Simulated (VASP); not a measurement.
# ZrCl5 (P6/mmm) in VASP: notebook

Runs on ZrCl5. Level: PBE. Tasks: single point.

Program: VASP 6.6.1. These are calculated values, not measurements. Logs are shortened: lines on timing, memory, paths and dates and some standing lists are left out, and cuts for length are marked.

## (1) The cell of the first run

Symmetry: P6/mmm, No. 191, hexagonal system. Conventional cell: a = 4.914 Å, b = 4.914 Å, c = 6.224 Å, α = 90.00°, β = 90.00°, γ = 120.00°. Within 3.7 Å of Zr (site symmetry 6/mmm) lie 8 Cl at 2.84 to 3.11 Å. Cl (site symmetry -6m2) has 8 Cl at 2.84 to 3.11 Å within 3.7 Å. Within 3.7 Å of Cl (site symmetry -6m2) lie 5 Cl at 2.84 to 3.11 Å and 3 Zr at 2.84 Å. Cl (site symmetry 6/mmm) has 6 Cl at 2.84 Å and 2 Zr at 3.11 Å within 3.7 Å.

The cell was generated, and may not be a known phase.

## (2) Single point, PBE

INCAR reads:

```
SYSTEM = ZrCl5
ALGO     = Normal         ! electronic algorithm
EDIFF    = 1E-6           ! SCF threshold, eV
ENCUT    = 520            ! plane-wave cutoff, eV
GGA      = PE             ! functional
ISIF     = 2              ! what is computed and relaxed
ISMEAR   = 0              ! smearing method
LASPH    = .True.         ! aspherical terms in the spheres
LCHARG   = .False.        ! write CHGCAR
LREAL    = .False.        ! projectors in reciprocal space
LWAVE    = .False.        ! write WAVECAR
NBANDS   = 32             ! bands
NELM     = 80             ! most SCF steps
PREC     = Accurate       ! precision mode
SIGMA    = 0.1            ! smearing width, eV
```

KPOINTS reads:

```
k-points
0
Gamma
  6 6 2
  0 0 0
```

POSCAR reads:

```
ZrCl5
1.0
    4.9138176225      0.0000000000      0.0000000000
   -2.4569088112      4.2554908906      0.0000000000
    0.0000000000      0.0000000000      6.2235162043
Zr Cl
1 5
Direct
    0.0000000000      0.0000000000      0.5000000000
    0.3333333333      0.6666666667      0.0000000000
    0.6666666667      0.3333333333      0.0000000000
    0.3333333333      0.6666666667      0.5000000000
    0.6666666667      0.3333333333      0.5000000000
    0.0000000000      0.0000000000      0.0000000000
```

Potentials or basis: VASP PAW PBE potentials, release 64 (Zr_sv, Cl).

On the command line:

```sh
cat potpaw_PBE.64/Zr_sv/POTCAR potpaw_PBE.64/Cl/POTCAR > POTCAR
mpirun -np 1 vasp_std > vasp.out
```

OUTCAR:

```text
SYSTEM = ZrCl5
   EDIFF = 1E-6
   ENCUT = 520
   GGA = PE
   ISIF = 2
   ISMEAR = 0
   LASPH = .True.
   LREAL = .False.
   NELM = 80
   PREC = Accurate

 ion  position               nearest neighbor table
   1  0.000  0.000  0.500-   4 2.84   5 2.84   4 2.84   5 2.84   5 2.84   4 2.84   6 3.11   6 3.11

   2  0.333  0.667  0.000-
   3  0.667  0.333  0.000-
   4  0.333  0.667  0.500-   1 2.84   1 2.84   1 2.84
   5  0.667  0.333  0.500-   1 2.84   1 2.84   1 2.84
   6  0.000  0.000  0.000-   1 3.11   1 3.11

  LATTYP: Found a hexagonal cell.
 ALAT       =     4.9138176225
 C/A-ratio  =     1.2665338200

  Lattice vectors:

 A1 = (   4.9138176225,   0.0000000000,   0.0000000000)
 A2 = (  -2.4569088112,   4.2554908906,   0.0000000000)
 A3 = (   0.0000000000,   0.0000000000,   6.2235162043)

Analysis of symmetry for initial positions (statically):
=====================================================================
 Subroutine PRICEL returns:
 Original cell was already a primitive cell.

 Routine SETGRP: Setting up the symmetry group for a
 hexagonal supercell.

 Subroutine GETGRP returns: Found 24 space group operations
 (whereof 24 operations were pure point group operations)
 out of a pool of 24 trial point group operations.

The static configuration has the point symmetry D_6h.

Analysis of symmetry for dynamics (positions and initial velocities):
=====================================================================
 Subroutine PRICEL returns:
 Original cell was already a primitive cell.

 Routine SETGRP: Setting up the symmetry group for a
 hexagonal supercell.

 Subroutine GETGRP returns: Found 24 space group operations
 (whereof 24 operations were pure point group operations)
 out of a pool of 24 trial point group operations.

The dynamic configuration has the point symmetry D_6h.

 Subroutine INISYM returns: Found 24 space group operations
 (whereof 24 operations are pure point group operations),
 and found     1 'primitive' translations

----------------------------------------------------------------------------------------

                                     Primitive cell

  volume of cell :     130.1381

  direct lattice vectors                    reciprocal lattice vectors
     4.913817622  0.000000000  0.000000000     0.203507756  0.117495258  0.000000000
    -2.456908811  4.255490891  0.000000000     0.000000000  0.234990516  0.000000000
     0.000000000  0.000000000  6.223516204     0.000000000  0.000000000  0.160680870

  length of vectors
     4.913817622  4.913817622  6.223516204     0.234990516  0.234990516  0.160680870

  position of ions in fractional coordinates (direct lattice)
     0.000000000  0.000000000  0.500000000
     0.333333333  0.666666667  0.000000000
     0.666666667  0.333333333  0.000000000
     0.333333333  0.666666667  0.500000000
     0.666666667  0.333333333  0.500000000
     0.000000000  0.000000000  0.000000000

  ion indices of the primitive-cell ions
   primitive index   ion index
                 1           1
                 2           2
                 3           3
                 4           4
                 5           5
                 6           6

----------------------------------------------------------------------------------------

 KPOINTS: k-points

Automatic generation of k-mesh.
 Grid dimensions read from file:
 generate k-points for:    6    6    2

 Generating k-lattice:

  Cartesian coordinates                     Fractional coordinates (reciprocal lattice)
     0.033917959  0.019582543  0.000000000     0.166666667  0.000000000  0.000000000
     0.000000000  0.039165086  0.000000000     0.000000000  0.166666667  0.000000000
     0.000000000  0.000000000  0.080340435     0.000000000  0.000000000  0.500000000

  Length of vectors
     0.039165086  0.039165086  0.080340435

  Shift w.r.t. Gamma in fractional coordinates (k-lattice)
     0.000000000  0.000000000  0.000000000

 Subroutine IBZKPT returns following result:
 ===========================================

 Found     14 irreducible k-points:

 Following reciprocal coordinates:
            Coordinates               Weight
  0.000000  0.000000  0.000000      1.000000
  0.166667  0.000000  0.000000      6.000000
  0.333333  0.000000  0.000000      6.000000
  0.500000  0.000000  0.000000      3.000000
  0.166667  0.166667  0.000000      6.000000
  0.333333  0.166667  0.000000     12.000000
  0.333333  0.333333  0.000000      2.000000
  0.000000  0.000000  0.500000      1.000000
  0.166667  0.000000  0.500000      6.000000
  0.333333  0.000000  0.500000      6.000000
  0.500000  0.000000  0.500000      3.000000
  0.166667  0.166667  0.500000      6.000000
  0.333333  0.166667  0.500000     12.000000
  0.333333  0.333333  0.500000      2.000000
   k-points           NKPTS =     14   k-points in BZ     NKDIM =     14   number of bands    NBANDS=     32
   number of dos      NEDOS =    301   number of ions     NIONS =      6
   total plane-waves  NPLWV =  76800
   dimension x,y,z NGX =    40 NGY =   40 NGZ =   48
   dimension x,y,z NGXF=    80 NGYF=   80 NGZF=   96
   ions per type =               1   5
   NGX,Y,Z   is equivalent  to a cutoff of  13.53, 13.53, 12.82 a.u.
   NGXF,Y,Z  is equivalent  to a cutoff of  27.07, 27.07, 25.64 a.u.
 SYSTEM =  ZrCl5
   PREC   = accura    normal or accurate (medium, high low for compatibility)
   ISTART =      0    job   : 0-new  1-cont  2-samecut
   ICHARG =      2    charge: 1-file 2-atom 10-const
   ISPIN  =      1    spin polarized calculation?
   LNONCOLLINEAR =      F non collinear calculations
   LSORBIT =      F    spin-orbit coupling
   LASPH  =      T    aspherical Exc in radial PAW
   ENCUT  =  520.0 eV  38.22 Ry    6.18 a.u.   9.14  9.14 11.57*2*pi/ulx,y,z
   NELM   =     80;   NELMIN=  2; NELMDL= -5     # of ELM steps
   EDIFF  = 0.1E-05   stopping-criterion for ELM
   LREAL  =      F    real-space projection
   EDIFFG = 0.1E-04   stopping-criterion for IOM
   NSW    =      0    number of steps for IOM
   IBRION =     -1    ionic relax: 0-MD 1-quasi-New 2-CG
   NFREE  =      0    steps in history (QN), initial steepest desc. (CG)
   ISIF   =      2    stress and relaxation
   ISYM   =      2    0-nonsym 1-usesym 2-fastsym
   POTIM  = 0.5000    time-step for ionic-motion
   TEBEG  =    0.0;   TEEND  =   0.0 temperature during run
   PSTRESS=    0.0 pullay stress
   NELECT =      47.0000    total number of electrons
   NUPDOWN=      -1.0000    fix difference up-down
   EMIN   =  10.00;   EMAX   =-10.00  energy-range for DOS
   EFERMI =   0.00;   METHOD = LEGACY
   ISMEAR =     0;   SIGMA  =   0.10  broadening in eV -4-tet -1-fermi 0-gaus
   EFERMI_NEDOS =   21; number of points for ismear=-14 and -15
   IALGO  =     38    algorithm
   IMIX   =      4    mixing-type and parameters
     AMIX     =   0.40;   BMIX     =  1.00
     AMIX_MAG =   1.60;   BMIX_MAG =  1.00
  volume/ion in A,a.u.               =      21.69       146.37
  Fermi-wavevector in a.u.,A,eV,Ry     =   1.165841  2.203120 18.492834  1.359185
  Thomas-Fermi vector in A             =   2.302362
   LORBIT       =      0    0 simple, 1 ext, 2 COOP (PROOUT), +10 PAW based schemes
   GGA     = PE    functional components
   LHFCALC =     F    Hartree Fock is set to
   AEXX    =    0.0000 exact exchange contribution
   IVDW    =     0    specifies the selected vdW correction
   LEPSILON=     F    determine dielectric tensor
   LRPA    =     F    only Hartree local field effects (RPA)
 non-spin polarized calculation
 Gauss-broadening in eV      SIGMA  =   0.10
  energy-cutoff  :      520.00
  volume of cell :      130.14
 maximum number of plane-waves:      3542
 NGX is ok and might be reduce to    40
   NGX = 19   NGY = 19   NGZ = 23

 number of electron      46.9999999 magnetization

 Free energy of the ion-electron system (eV)
  ---------------------------------------------------
  ext. energy  EPLUGINS =         0.00000000
  ---------------------------------------------------
  free energy    TOTEN  =       -19.13114457 eV

  energy without entropy =      -19.08745061  energy(sigma->0) =      -19.10929759

 E-fermi :   4.7317     XC(G=0):  -9.6265

 val. band max:        4.6984839467   @ k =   0.3333   0.1667   0.0000
 cond. band min:       4.7348550234   @ k =   0.3333   0.1667   0.5000
 fundamental gap:      0.0363710767
 Fermi energy:         4.7316959898

 k-point     1 :       0.0000    0.0000    0.0000
  band No.  band energies     occupation
      1     -46.6591      2.00000
      2     -24.5829      2.00000
      3     -24.5829      2.00000
      4     -24.5169      2.00000
      5     -12.4834      2.00000
      6     -11.3810      2.00000
[... 24 lines left out ...]
     31      11.3883      0.00000
     32      11.3883      0.00000

 k-point     2 :       0.1667    0.0000    0.0000
  band No.  band energies     occupation
      1     -46.6590      2.00000
      2     -24.5874      2.00000
      3     -24.5837      2.00000
      4     -24.5168      2.00000
      5     -12.3608      2.00000
      6     -11.2560      2.00000
[... 24 lines left out ...]
     31      11.4597      0.00000
     32      11.6248      0.00000

 k-point     3 :       0.3333    0.0000    0.0000
  band No.  band energies     occupation
      1     -46.6589      2.00000
      2     -24.5961      2.00000
      3     -24.5851      2.00000
      4     -24.5164      2.00000
      5     -12.0460      2.00000
      6     -11.0445      2.00000
[... 24 lines left out ...]
     31      11.0466      0.00000
     32      11.5560      0.00000

 k-point     4 :       0.5000    0.0000    0.0000
  band No.  band energies     occupation
      1     -46.6588      2.00000
      2     -24.6005      2.00000
      3     -24.5858      2.00000
      4     -24.5163      2.00000
      5     -11.7732      2.00000
      6     -11.3272      2.00000
[... 24 lines left out ...]
     31      10.5866      0.00000
     32      11.5853      0.00000

 k-point     5 :       0.1667    0.1667    0.0000
  band No.  band energies     occupation
      1     -46.6589      2.00000
      2     -24.5930      2.00000
      3     -24.5857      2.00000
      4     -24.5165      2.00000
      5     -12.1418      2.00000
      6     -11.0255      2.00000
[... 234 lines left out ...]
     31       9.5993      0.00000
     32      10.9883      0.00000

 k-point    12 :       0.1667    0.1667    0.5000
  band No.  band energies     occupation
      1     -46.6589      2.00000
      2     -24.5930      2.00000
      3     -24.5857      2.00000
      4     -24.5172      2.00000
      5     -12.0946      2.00000
      6     -11.0651      2.00000
[... 24 lines left out ...]
     31      10.0827      0.00000
     32      11.1384      0.00000

 k-point    13 :       0.3333    0.1667    0.5000
  band No.  band energies     occupation
      1     -46.6588      2.00000
      2     -24.5980      2.00000
      3     -24.5883      2.00000
      4     -24.5169      2.00000
      5     -11.7734      2.00000
      6     -11.2484      2.00000
[... 24 lines left out ...]
     31       9.5096      0.00000
     32      11.5066      0.00000

 k-point    14 :       0.3333    0.3333    0.5000
  band No.  band energies     occupation
      1     -46.6588      2.00000
      2     -24.5944      2.00000
      3     -24.5944      2.00000
      4     -24.5168      2.00000
      5     -11.5087      2.00000
      6     -11.5087      2.00000
[... 24 lines left out ...]
     31       9.2133      0.00000
     32      11.9924      0.00000

------------------------ aborting loop because EDIFF is reached ----------------------------------------

  FORCE on cell =-STRESS in cart. coord.  units (eV):
  Direction    XX          YY          ZZ          XY          YZ          ZX
  --------------------------------------------------------------------------------------
  -------------------------------------------------------------------------------------
  Total       -0.0305843     -0.0305843     -0.0811185     -0.0000000      0.0000000      0.0000000
  in kB       -0.3765344     -0.3765344     -0.9986790     -0.0000000      0.0000000      0.0000000
  external PRESSURE =      -0.5839159 kB  Pullay stress =       0.0000000 kB

 VOLUME and BASIS-vectors are now :
 -----------------------------------------------------------------------------
  energy-cutoff  :      520.00
  volume of cell :      130.14
      direct lattice vectors                 reciprocal lattice vectors
     4.913817622  0.000000000  0.000000000     0.203507756  0.117495258  0.000000000
    -2.456908811  4.255490891  0.000000000     0.000000000  0.234990516  0.000000000
     0.000000000  0.000000000  6.223516204     0.000000000  0.000000000  0.160680870

 POSITION                                       TOTAL-FORCE (eV/Angst)
 -----------------------------------------------------------------------------------
      0.00000      0.00000      3.11176        -0.000000      0.000000      0.000000
     -0.00000      2.83699      0.00000        -0.000000      0.000000      0.000000
      2.45691      1.41850      0.00000         0.000000     -0.000000      0.000000
     -0.00000      2.83699      3.11176         0.000000      0.000000      0.000000
      2.45691      1.41850      3.11176        -0.000000     -0.000000      0.000000
      0.00000      0.00000      0.00000        -0.000000      0.000000      0.000000
 -----------------------------------------------------------------------------------
    total drift:                                0.000000     -0.000000     -0.000000

  FREE ENERGIE OF THE ION-ELECTRON SYSTEM (eV)
  ---------------------------------------------------
  free  energy   TOTEN  =       -19.1311445729 eV

  energy  without entropy=      -19.0874506105  energy(sigma->0) =      -19.10929759
```

Wall time 99 s (1 thread of Intel Xeon 8259CL, shared host); peak memory 0.28 GiB.

Results:

```
Free energy            : -19.1311 eV
Pressure               : -0.1 GPa
Band gap on the k mesh : zero (an odd number of electrons rules out a gap without spin polarisation)
```

Caveat: the k points lie up to 0.50 Å⁻¹ apart, too coarse for converged energies and pressures of a metal; an odd number of electrons without spin polarisation forces a metal; a magnetic or distorted state may lie lower.

(Part 1 of 2 ends here.)

The gap in the log of VASP goes by the Fermi energy; the results here count the filled bands.